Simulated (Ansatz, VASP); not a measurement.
## Two plane-wave programs on Te2Mo

Contents of INCAR:

```
SYSTEM = Te2Mo
PREC     = Accurate       ! precision mode
ENCUT    = 520            ! plane-wave cutoff, eV
EDIFF    = 1E-6           ! SCF threshold, eV
ISMEAR   = 0              ! smearing method
SIGMA    = 0.02           ! smearing width, eV
LREAL    = .FALSE.        ! projectors in reciprocal space
LASPH    = .TRUE.         ! aspherical terms in the spheres
NELM     = 60             ! most SCF steps
ALGO     = Normal         ! electronic algorithm
ISIF     = 2              ! what is computed and relaxed
LWAVE    = .FALSE.        ! write WAVECAR
LCHARG   = .FALSE.        ! write CHGCAR
LDIPOL   = .TRUE.       
IDIPOL   = 3            
DIPOL    = 0.5 0.5 0.500
GGA      = PE             ! functional
IVDW     = 12             ! dispersion correction
NBANDS   = 20             ! bands
```

Contents of KPOINTS:

```
regular mesh
0
G
  9 9 1
  0 0 0
```

The input POSCAR:

```
Te2Mo
1.0
    3.3170000000      0.0000000000      0.0000000000
   -1.6585000000      2.8726062644      0.0000000000
    0.0000000000      0.0000000000     33.2698832047
Te Mo
2 1
Direct
    0.3333333333      0.6666666667      0.4415988332
    0.3333333333      0.6666666667      0.5584011668
    0.6666666667      0.3333333333      0.5000000000
```

Input for Ansatz:

```yaml
crystal:
  lattice:
    - [3.317, 0.0, 0.0]
    - [-1.6585, 2.8726062644, 0.0]
    - [0.0, 0.0, 33.2698832047]
  atoms:
    - { symbol: Te, position: [0.3333333333, 0.6666666667, 0.4415988332] }
    - { symbol: Mo, position: [0.6666666667, 0.3333333333, 0.5] }
    - { symbol: Te, position: [0.3333333333, 0.6666666667, 0.5584011668] }
  periodic: [true, true, false]
basis:
  ecutwfc: 420
kpoints:
  mp_grid: { grid: [9, 9, 1] }
hamiltonian:
  xc: pbe
  pseudopotentials: { kind: paw, azcp: { folder: soft_1 } }
  dispersion: d3bj
scf:
  occupations: { method: gaussian, width: 0.02 }
output:
  forces: true
  stress: true
  eigenvalues: true
```

Alike in both runs: task single point; functional PBE; dispersion D3(BJ); k mesh 9 × 9 × 1; occupations gaussian, width 0.02 eV; no spin polarisation.

|  | VASP | Ansatz |
| --- | --- | --- |
| version | VASP 6.6.1 | Ansatz 0.2.0 |
| potentials or method | VASP PAW PBE potentials, release 64 (Te, Mo_sv), cutoff 520 eV | scalar-relativistic, plane waves, PAW |
| valence electrons in the cell | 26 | 46 |

Ansatz gave:

* gap on the k mesh at the Fermi level (eV): 0.62
* least direct gap on the mesh (eV): 1.11
* rms of the force components (eV/Å): 0.305

Problem. What did VASP give for the same quantities?

Solution. gap on the k mesh at the Fermi level (eV): 0.62; least direct gap on the mesh (eV): 1.12; rms of the force components (eV/Å): 0.301.

VASP's potentials hold 26 valence electrons a cell and Ansatz's 46, so a difference there can come from the potentials and not from the codes.

Neither program's run includes spin-orbit coupling.
